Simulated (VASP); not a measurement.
Input of a VASP 6.6.1 run:

The input POSCAR:

```
Al
1.0
   -1.5912186900      1.5912186900      1.5912186900
    1.5912186900     -1.5912186900      1.5912186900
    1.5912186900      1.5912186900     -1.5912186900
Al
1
Direct
    0.0000000000      0.0000000000      0.0000000000
```

The input INCAR.step1:

```
SYSTEM = Al
PREC = Accurate
ENCUT = 520
EDIFF = 1E-5
ISMEAR = -1
SIGMA = 0.05
LREAL = .False.
LASPH = .True.
NELM = 60
ALGO = Normal
ISIF = 2
LWAVE = .True.
LCHARG = .False.
GGA = PE
NBANDS = 8
```

INCAR.step2

```
SYSTEM = Al
PREC = Accurate
ENCUT = 520
EDIFF = 1E-6
ISMEAR = -1
SIGMA = 0.05
LREAL = .False.
LASPH = .True.
NELM = 60
ALGO = Normal
ISIF = 2
LWAVE = .False.
LCHARG = .False.
GGA = PE
LHFCALC = .True.
AEXX = 0.25
PRECFOCK = Normal
ISTART = 1
NBANDS = 8
```

Contents of KPOINTS:

```
Automatic mesh
0
Gamma
  6 6 6
  0 0 0
```

Potentials or basis: VASP PAW PBE potentials, release 64 (Al).

Launch:

```sh
$ cat potpaw_PBE.64/Al/POTCAR > POTCAR
$ cp INCAR.step1 INCAR
$ mpirun -np 1 vasp_std > vasp.out
$ cp INCAR.step2 INCAR
$ mpirun -np 1 vasp_std > vasp.out
```

Task: Predict the pressure.

Result: 3.2 GPa.

Caveat: the k points lie up to 0.47 Å⁻¹ apart; the PAW data sets were made with another functional, which shifts forces and pressure a little.
